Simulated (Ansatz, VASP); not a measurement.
# Two plane-wave programs on MgSe

```
Mg Se
1.0
     0.00000    2.73627    2.73627
     2.69523    0.00000    2.73627
     2.69523    2.73627    0.00000
Mg Se
1 1
Direct
  0.00000 0.00000 0.00000
  0.50000 0.50000 0.50000
```

Change from the starting cell: uniaxial_x strain -1.5%.

Alike in both runs: task single point; functional PBE; k mesh 8 × 8 × 8; occupations fermi-dirac, width 0.02 eV; no spin polarisation.

|  | VASP | Ansatz |
| --- | --- | --- |
| version | VASP 6.6.1 | Ansatz 0.2.0 |
| potentials or method | VASP PAW PBE potentials, release 64 (Mg, Se) | plane waves, PAW |
| plane-wave cutoff (eV) | 600 | 420 |
| valence electrons in the cell | 8 | 26 |

VASP gave:

| Quantity | Value |
| --- | --- |
| gap on the k mesh at the Fermi level (eV) | 1.74 |
| pressure (GPa) | 2.2 |
| traceless stress, the component that is largest in VASP (GPa) | 0.99 |

What did Ansatz give for the same quantities?

gap on the k mesh at the Fermi level (eV): 1.76; pressure (GPa): 2.3; traceless stress, the component that is largest in VASP (GPa): 0.99.

VASP's potentials hold 8 valence electrons a cell and Ansatz's 26, so a difference there can come from the potentials and not from the codes.
